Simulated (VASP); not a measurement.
# Rh (Fm-3m) in VASP: notebook

Runs on Rh. Level: r2SCAN. Tasks: single point.

All numbers are computed with VASP 6.6.1; they aren't measurements. Logs are shortened: lines on timing, memory, paths and dates and some standing lists are left out, and cuts for length are marked.

### 1 The cell of the first run

The structure is cubic, space group Fm-3m (No. 225). Conventional cell: a = 3.773 Å, b = 3.773 Å, c = 3.773 Å, α = 90.00°, β = 90.00°, γ = 90.00°. Within 3.5 Å of Rh (site symmetry m-3m) lie 12 Rh at 2.67 Å.

### 2 Single point, r2SCAN

File POSCAR:

```
Rh
1.0
    0.0000000000      1.8863805335      1.8863805335
    1.8863805335      0.0000000000      1.8863805335
    1.8863805335      1.8863805335      0.0000000000
Rh
1
Direct
    0.0000000000      0.0000000000      0.0000000000
```

File INCAR.step1:

```
SYSTEM = Rh
ALGO = Normal
EDIFF = 1E-4
ENCUT = 520
GGA = PE
ISMEAR = 0
LASPH = .True.
LCHARG = .False.
LREAL = .False.
LWAVE = .True.
NBANDS = 14
NELM = 80
PREC = Accurate
SIGMA = 0.05
```

File INCAR.step2:

```
SYSTEM = Rh
ALGO = Normal
EDIFF = 1E-6
ENCUT = 520
ISIF = 2
ISMEAR = 0
ISTART = 1
LASPH = .True.
LCHARG = .True.
LELF = .True.
LMIXTAU = .True.
LREAL = .False.
LVHAR = .True.
LWAVE = .False.
METAGGA = R2SCAN
NBANDS = 14
NELM = 80
PREC = Accurate
SIGMA = 0.05
```

File KPOINTS:

```
k-points
0
Gamma
  18 18 18
  0 0 0
```

Potentials or basis: VASP PAW PBE potentials, release 64 (Rh_pv).

On the command line:

```
$ cat potpaw_PBE.64/Rh_pv/POTCAR > POTCAR
$ cp INCAR.step1 INCAR
$ mpirun -np 1 vasp_std > vasp.out
$ cp INCAR.step2 INCAR
$ mpirun -np 1 vasp_std > vasp.out
```

OUTCAR:

```text
SYSTEM = Rh
   EDIFF = 1E-6
   ENCUT = 520
   ISIF = 2
   ISMEAR = 0
   ISTART = 1
   LASPH = .True.
   LREAL = .False.
   METAGGA = R2SCAN
   NELM = 80
   PREC = Accurate

 ion  position               nearest neighbor table
   1  0.000  0.000  0.000-

  LATTYP: Found a face centered cubic cell.
 ALAT       =     3.7727610670

  Lattice vectors:

 A1 = (   0.0000000000,   1.8863805335,   1.8863805335)
 A2 = (   1.8863805335,   0.0000000000,   1.8863805335)
 A3 = (   1.8863805335,   1.8863805335,   0.0000000000)

Analysis of symmetry for initial positions (statically):
=====================================================================
 Subroutine PRICEL returns:
 Original cell was already a primitive cell.

 Routine SETGRP: Setting up the symmetry group for a
 face centered cubic supercell.

 Subroutine GETGRP returns: Found 48 space group operations
 (whereof 48 operations were pure point group operations)
 out of a pool of 48 trial point group operations.

The static configuration has the point symmetry O_h .

Analysis of symmetry for dynamics (positions and initial velocities):
=====================================================================
 Subroutine PRICEL returns:
 Original cell was already a primitive cell.

 Routine SETGRP: Setting up the symmetry group for a
 face centered cubic supercell.

 Subroutine GETGRP returns: Found 48 space group operations
 (whereof 48 operations were pure point group operations)
 out of a pool of 48 trial point group operations.

The dynamic configuration has the point symmetry O_h .

 Subroutine INISYM returns: Found 48 space group operations
 (whereof 48 operations are pure point group operations),
 and found     1 'primitive' translations

----------------------------------------------------------------------------------------

                                     Primitive cell

  volume of cell :      13.4251

  direct lattice vectors                    reciprocal lattice vectors
     0.000000000  1.886380533  1.886380533    -0.265057867  0.265057867  0.265057867
     1.886380533  0.000000000  1.886380533     0.265057867 -0.265057867  0.265057867
     1.886380533  1.886380533  0.000000000     0.265057867  0.265057867 -0.265057867

  length of vectors
     2.667744934  2.667744934  2.667744934     0.459093692  0.459093692  0.459093692

  position of ions in fractional coordinates (direct lattice)
     0.000000000  0.000000000  0.000000000

  ion indices of the primitive-cell ions
   primitive index   ion index
                 1           1

----------------------------------------------------------------------------------------

 KPOINTS: k-points

Automatic generation of k-mesh.
 Grid dimensions read from file:
 generate k-points for:   18   18   18

 Generating k-lattice:

  Cartesian coordinates                     Fractional coordinates (reciprocal lattice)
    -0.014725437  0.014725437  0.014725437     0.055555556  0.000000000  0.000000000
     0.014725437 -0.014725437  0.014725437     0.000000000  0.055555556  0.000000000
     0.014725437  0.014725437 -0.014725437     0.000000000  0.000000000  0.055555556

  Length of vectors
     0.025505205  0.025505205  0.025505205

  Shift w.r.t. Gamma in fractional coordinates (k-lattice)
     0.000000000  0.000000000  0.000000000

 Subroutine IBZKPT returns following result:
 ===========================================

 Found    195 irreducible k-points:

 Following reciprocal coordinates:
            Coordinates               Weight
  0.000000  0.000000  0.000000      1.000000
  0.055556  0.000000  0.000000      8.000000
  0.111111  0.000000  0.000000      8.000000
  0.166667  0.000000  0.000000      8.000000
  0.222222  0.000000  0.000000      8.000000
  0.277778  0.000000  0.000000      8.000000
[... 16 lines left out ...]
 -0.277778  0.055556  0.000000     24.000000
 -0.222222  0.055556  0.000000     24.000000
 [... further k-points ...]
   k-points           NKPTS =    195   k-points in BZ     NKDIM =    195   number of bands    NBANDS=     14
   number of dos      NEDOS =    301   number of ions     NIONS =      1
   total plane-waves  NPLWV =   8000
   dimension x,y,z NGX =    20 NGY =   20 NGZ =   20
   dimension x,y,z NGXF=    40 NGYF=   40 NGZF=   40
   ions per type =               1
   NGX,Y,Z   is equivalent  to a cutoff of  12.46, 12.46, 12.46 a.u.
   NGXF,Y,Z  is equivalent  to a cutoff of  24.93, 24.93, 24.93 a.u.
 SYSTEM =  Rh
   PREC   = accura    normal or accurate (medium, high low for compatibility)
   ISTART =      1    job   : 0-new  1-cont  2-samecut
   ICHARG =      0    charge: 1-file 2-atom 10-const
   ISPIN  =      1    spin polarized calculation?
   LNONCOLLINEAR =      F non collinear calculations
   LSORBIT =      F    spin-orbit coupling
   LASPH  =      T    aspherical Exc in radial PAW
   ENCUT  =  520.0 eV  38.22 Ry    6.18 a.u.   4.96  4.96  4.96*2*pi/ulx,y,z
   NELM   =     80;   NELMIN=  2; NELMDL=  0     # of ELM steps
   EDIFF  = 0.1E-05   stopping-criterion for ELM
   LREAL  =      F    real-space projection
   EDIFFG = 0.1E-04   stopping-criterion for IOM
   NSW    =      0    number of steps for IOM
   IBRION =     -1    ionic relax: 0-MD 1-quasi-New 2-CG
   NFREE  =      0    steps in history (QN), initial steepest desc. (CG)
   ISIF   =      2    stress and relaxation
   ISYM   =      2    0-nonsym 1-usesym 2-fastsym
   POTIM  = 0.5000    time-step for ionic-motion
   TEBEG  =    0.0;   TEEND  =   0.0 temperature during run
   PSTRESS=    0.0 pullay stress
   NELECT =      15.0000    total number of electrons
   NUPDOWN=      -1.0000    fix difference up-down
   EMIN   =  10.00;   EMAX   =-10.00  energy-range for DOS
   EFERMI =   0.00;   METHOD = LEGACY
   ISMEAR =     0;   SIGMA  =   0.05  broadening in eV -4-tet -1-fermi 0-gaus
   EFERMI_NEDOS =   21; number of points for ismear=-14 and -15
   IALGO  =     38    algorithm
   IMIX   =      4    mixing-type and parameters
     AMIX     =   0.40;   BMIX     =  1.00
     AMIX_MAG =   1.60;   BMIX_MAG =  1.00
  volume/ion in A,a.u.               =      13.43        90.60
  Fermi-wavevector in a.u.,A,eV,Ry     =   1.698762  3.210195 39.263602  2.885793
  Thomas-Fermi vector in A             =   2.779203
   LORBIT       =      0    0 simple, 1 ext, 2 COOP (PROOUT), +10 PAW based schemes
   METAGGA = R2SCAN    functional components
   LHFCALC =     F    Hartree Fock is set to
   AEXX    =    0.0000 exact exchange contribution
   IVDW    =     0    specifies the selected vdW correction
   LEPSILON=     F    determine dielectric tensor
   LRPA    =     F    only Hartree local field effects (RPA)
 non-spin polarized calculation
 Gauss-broadening in eV      SIGMA  =   0.05
  energy-cutoff  :      520.00
  volume of cell :       13.43
 maximum number of plane-waves:       372
   NGX =  9   NGY =  9   NGZ =  9

 number of electron      15.0000006 magnetization

 Free energy of the ion-electron system (eV)
  ---------------------------------------------------
  ext. energy  EPLUGINS =         0.00000000
  ---------------------------------------------------
  free energy    TOTEN  =       -24.12918396 eV

  energy without entropy =      -24.12765078  energy(sigma->0) =      -24.12841737

 E-fermi :  12.1876     XC(G=0): -15.3867

 val. band max:       12.1803895319   @ k =   0.5000   0.2222   0.1111
 cond. band min:      12.1977851931   @ k =   0.5000   0.3889   0.0000
 fundamental gap:      0.0173956612
 Fermi energy:        12.1875668157

 k-point     1 :       0.0000    0.0000    0.0000
  band No.  band energies     occupation
      1     -35.6601      2.00000
      2     -35.6601      2.00000
      3     -35.6601      2.00000
      4       3.8131      2.00000
      5       8.8807      2.00000
      6       8.8807      2.00000
      7       8.8807      2.00000
      8      11.0642      2.00000
      9      11.0642      2.00000
     10      28.8727      0.00000
     11      29.5192      0.00000
     12      34.7660      0.00000
     13      34.7660      0.00000
     14      34.7660      0.00000

 k-point     2 :       0.0556    0.0000    0.0000
  band No.  band energies     occupation
      1     -35.6869      2.00000
      2     -35.6637      2.00000
      3     -35.6637      2.00000
      4       3.9467      2.00000
      5       8.8201      2.00000
      6       8.9333      2.00000
      7       8.9333      2.00000
      8      11.0344      2.00000
      9      11.0344      2.00000
     10      29.0687      0.00000
     11      29.5193      0.00000
     12      34.0439      0.00000
     13      34.9615      0.00000
     14      34.9615      0.00000

 k-point     3 :       0.1111    0.0000    0.0000
  band No.  band energies     occupation
      1     -35.7635      2.00000
      2     -35.6740      2.00000
      3     -35.6739      2.00000
      4       4.3288      2.00000
      5       8.6698      2.00000
      6       9.0704      2.00000
      7       9.0704      2.00000
      8      10.9710      2.00000
      9      10.9710      2.00000
     10      29.5190      0.00000
     11      29.5941      0.00000
     12      32.5335      0.00000
     13      35.5293      0.00000
     14      35.5293      0.00000
[... 324 lines left out ...]
 k-point    23 :      -0.2778    0.0556    0.0000
  band No.  band energies     occupation
      1     -36.2157      2.00000
      2     -35.7649      2.00000
      3     -35.7275      2.00000
      4       5.9505      2.00000
      5       9.0396      2.00000
      6       9.2173      2.00000
      7       9.2876      2.00000
      8      11.2877      2.00000
      9      12.1140      1.96244
     10      26.7771      0.00000
     11      29.5195      0.00000
     12      30.3074      0.00000
     13      36.1894      0.00000
     14      38.6685      0.00000

 k-point    24 :      -0.2222    0.0556    0.0000
  band No.  band energies     occupation
      1     -36.0733      2.00000
      2     -35.7439      2.00000
      3     -35.7067      2.00000
      4       5.7262      2.00000
      5       8.5397      2.00000
      6       9.2870      2.00000
      7       9.3405      2.00000
      8      10.8753      2.00000
      9      11.6149      2.00000
     10      28.5851      0.00000
     11      29.5200      0.00000
     12      30.7587      0.00000
     13      36.4216      0.00000
     14      38.3563      0.00000

 [... further k-points ...]

------------------------ aborting loop because EDIFF is reached ----------------------------------------

  FORCE on cell =-STRESS in cart. coord.  units (eV):
  Direction    XX          YY          ZZ          XY          YZ          ZX
  --------------------------------------------------------------------------------------
  -------------------------------------------------------------------------------------
  Total        0.6448716      0.6448716      0.6448716      0.0000000      0.0000000      0.0000000
  in kB       76.9601471     76.9601471     76.9601471      0.0000000      0.0000000      0.0000000
  external PRESSURE =      76.9601471 kB  Pullay stress =       0.0000000 kB

 VOLUME and BASIS-vectors are now :
 -----------------------------------------------------------------------------
  energy-cutoff  :      520.00
  volume of cell :       13.43
      direct lattice vectors                 reciprocal lattice vectors
     0.000000000  1.886380533  1.886380533    -0.265057867  0.265057867  0.265057867
     1.886380533  0.000000000  1.886380533     0.265057867 -0.265057867  0.265057867
     1.886380533  1.886380533  0.000000000     0.265057867  0.265057867 -0.265057867

 POSITION                                       TOTAL-FORCE (eV/Angst)
 -----------------------------------------------------------------------------------
      0.00000      0.00000      0.00000         0.000000      0.000000     -0.000000
 -----------------------------------------------------------------------------------
    total drift:                               -0.000000     -0.000000     -0.000000

  FREE ENERGIE OF THE ION-ELECTRON SYSTEM (eV)
  ---------------------------------------------------
  free  energy   TOTEN  =       -24.1291839591 eV

  energy  without entropy=      -24.1276507781  energy(sigma->0) =      -24.12841737
```

Wall time 60 s (1 thread of AMD EPYC 9R45 (Zen 5), shared host); peak memory 0.12 GiB.

What came out:

```
Free energy : -24.1292 eV
Pressure    : 7.7 GPa
```

Caveat: the PAW data sets were made with another functional, which shifts forces and pressure a little.

### 3 Single point, r2SCAN

This run uses another cell than the first one, of 13.72 Å³/atom, 1.022 times its volume.

File POSCAR:

```
Rh
1.0
    0.0000000000      1.8999548332      1.8999548332
    1.8999548332      0.0000000000      1.8999548332
    1.8999548332      1.8999548332      0.0000000000
Rh
1
Direct
    0.0000000000      0.0000000000      0.0000000000
```

File INCAR.step1:

```
SYSTEM = Rh
PREC = Accurate ; ENCUT = 520
ISMEAR = 0 ; SIGMA = 0.05
LREAL = .False. ; LASPH = .True.
NELM = 80 ; NBANDS = 14
GGA = PE ; ALGO = Normal
EDIFF = 1E-4 ; LWAVE = .True.
LCHARG = .False.
```

File INCAR.step2:

```
SYSTEM = Rh
PREC = Accurate ; ENCUT = 520
EDIFF = 1E-6 ; ISMEAR = 0
SIGMA = 0.05 ; LREAL = .False.
LASPH = .True. ; NELM = 80
ALGO = Normal ; ISIF = 2
LWAVE = .False. ; LCHARG = .True.
METAGGA = R2SCAN ; LMIXTAU = .True.
LELF = .True. ; LVHAR = .True.
NBANDS = 14 ; ISTART = 1
```

File KPOINTS:

```
regular mesh
0
Gamma
  18 18 18
  0 0 0
```

Potentials or basis: VASP PAW PBE potentials, release 64 (Rh_pv).

On the command line:

```
$ cat potpaw_PBE.64/Rh_pv/POTCAR > POTCAR
$ cp INCAR.step1 INCAR
$ mpirun -np 1 vasp_std > vasp.out
$ cp INCAR.step2 INCAR
$ mpirun -np 1 vasp_std > vasp.out
```

It took 66 s on 1 thread of AMD EPYC 9R45 (Zen 5), shared host; peak memory 0.12 GiB.

Results (log left out):

- Free energy: -24.1373 eV
- Pressure: 1.1 GPa

Levels at points of the mesh, in eV from the Fermi level:
| k point | band 3 | band 4 | band 5 | band 6 | band 7 | band 8 | band 9 | band 10 | band 11 | band 12 |
| --- | --- | --- | --- | --- | --- | --- | --- | --- | --- | --- |
| (0.00, 0.00, 0.00) | -47.81 | -8.21 | -3.20 | -3.20 | -3.20 | -1.09 | -1.09 | 16.70 | 17.36 | 22.47 |
| (0.50, 0.00, 0.00) | -47.92 | -6.37 | -3.31 | -3.31 | 0.58 | 0.58 | 0.89 | 9.10 | 16.26 | 17.36 |
| (0.50, 0.50, 0.00) | -48.10 | -6.58 | -6.21 | 0.50 | 1.04 | 1.04 | 3.48 | 12.89 | 14.01 | 14.01 |

Caveat: the PAW data sets were made with another functional, which shifts forces and pressure a little.

### 4 Single point, r2SCAN

This run uses another cell than the first one, of 13.72 Å³/atom, 1.022 times its volume.

POSCAR is that of step 3.

File INCAR.step1:

```
SYSTEM = Rh
PREC = Accurate ; ENCUT = 580
ISMEAR = 0 ; SIGMA = 0.05
LREAL = .False. ; LASPH = .True.
NELM = 120 ; NBANDS = 14
GGA = PE ; ALGO = Normal
EDIFF = 1E-5 ; LWAVE = .True.
LCHARG = .False. ; GGA_COMPAT = .False.
```

File INCAR.step2:

```
SYSTEM = Rh
PREC = Accurate ; ENCUT = 580
EDIFF = 1E-6 ; ISMEAR = 0
SIGMA = 0.05 ; LREAL = .False.
LASPH = .True. ; NELM = 120
ALGO = Normal ; ISIF = 2
LWAVE = .False. ; LCHARG = .True.
METAGGA = R2SCAN ; LMIXTAU = .True.
LELF = .True. ; LVHAR = .True.
NBANDS = 14 ; ISTART = 1
GGA_COMPAT = .False.
```

KPOINTS is that of step 3.

Potentials or basis: VASP PAW PBE potentials, release 64 (Rh_sv_GW).

On the command line:

```
$ cat potpaw_PBE.64/Rh_sv_GW/POTCAR > POTCAR
$ cp INCAR.step1 INCAR
$ mpirun -np 1 vasp_std > vasp.out
$ cp INCAR.step2 INCAR
$ mpirun -np 1 vasp_std > vasp.out
```

Run time: 88 s. Hardware: 1 thread of Intel Xeon Platinum 8488C (Sapphire Rapids), shared host; peak memory 0.19 GiB.

It converged, with:

- Free energy: -23.2817 eV
- Pressure: -1.7 GPa

Levels at points of the mesh, in eV from the Fermi level:
| k point | band 5 | band 6 | band 7 | band 8 | band 9 | band 10 | band 11 | band 12 |
| --- | --- | --- | --- | --- | --- | --- | --- | --- |
| (0.00, 0.00, 0.00) | -8.18 | -3.19 | -3.19 | -3.19 | -1.09 | -1.09 | 16.46 | 22.12 |
| (0.50, 0.00, 0.00) | -6.35 | -3.30 | -3.30 | 0.58 | 0.58 | 0.89 | 9.11 | 16.07 |
| (0.50, 0.50, 0.00) | -6.57 | -6.20 | 0.50 | 1.04 | 1.04 | 3.48 | 12.90 | 13.96 |

Caveat: the PAW data sets were made with another functional, which shifts forces and pressure a little.

[end of part 1 of 2]
